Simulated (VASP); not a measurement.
Write the native input for VASP 6.6.1 that does the following.

| Property | Result |
| --- | --- |
| Task | single point |
| Functional | PBE |
| Dispersion | D3(BJ) |
| Potentials or basis | VASP PAW PBE potentials, release 64 (S, Mo_sv) |
| Cutoff | 520 eV |
| k mesh | 10 × 10 × 1 |
| Occupations | gaussian, width 0.02 eV |
| Spin | no spin polarisation |
| Dipole correction | yes |
| Further INCAR settings | ALGO = Normal; EDIFF = 1e-06; NBANDS = 64 |

The structure of MoS2 lies in POSCAR:

```
MoS2
1.0
    3.1600000000      0.0000000000      0.0000000000
   -1.5800000000      2.7366402760      0.0000000000
    0.0000000000      0.0000000000     66.9420000073
S Mo
8 4
Direct
    0.6666666667      0.3333333333      0.1367271488
    0.6666666667      0.3333333333      0.1834512348
    0.3333333333      0.6666666667      0.2270890632
    0.3333333333      0.6666666667      0.2737687239
    0.6666666667      0.3333333333      0.3173549353
    0.6666666667      0.3333333333      0.3640345961
    0.3333333333      0.6666666667      0.4076724244
    0.3333333333      0.6666666667      0.4543965105
    0.3333333333      0.6666666667      0.1601012580
    0.6666666667      0.3333333333      0.2504284916
    0.3333333333      0.6666666667      0.3406951676
    0.6666666667      0.3333333333      0.4310224012
```

One way to write it, as run:

INCAR

```
SYSTEM = MoS2
ALGO     = Normal         ! electronic algorithm
DIPOL    = 0.5 0.5 0.296
EDIFF    = 1E-6           ! SCF threshold, eV
ENCUT    = 520            ! plane-wave cutoff, eV
GGA      = PE             ! functional
IDIPOL   = 3            
ISIF     = 2              ! what is computed and relaxed
ISMEAR   = 0              ! smearing method
IVDW     = 12             ! dispersion correction
LASPH    = .TRUE.         ! aspherical terms in the spheres
LCHARG   = .FALSE.        ! write CHGCAR
LDIPOL   = .TRUE.       
LREAL    = .FALSE.        ! projectors in reciprocal space
LWAVE    = .FALSE.        ! write WAVECAR
NBANDS   = 64             ! bands
NELM     = 80             ! most SCF steps
PREC     = Accurate       ! precision mode
SIGMA    = 0.02           ! smearing width, eV
```

KPOINTS

```
k-points
0
G
  10 10 1
  0 0 0
```

Potentials or basis: VASP PAW PBE potentials, release 64 (S, Mo_sv).

Run with:

```console
$ cat potpaw_PBE.64/S/POTCAR potpaw_PBE.64/Mo_sv/POTCAR > POTCAR
$ mpirun -np 1 vasp_std > vasp.out
```

It gave:

- Largest force: 0.015 eV/Å
- Band gap on the k mesh: 0.97 eV (least direct gap 1.90 eV)
- Dispersion energy per atom: -0.404 eV

It took 18 min on 1 thread of Intel(R) Xeon(R) Platinum 8259CL CPU @ 2.50GHz (Skylake/Cascade Lake) (shared host), peak memory 0.84 GiB.
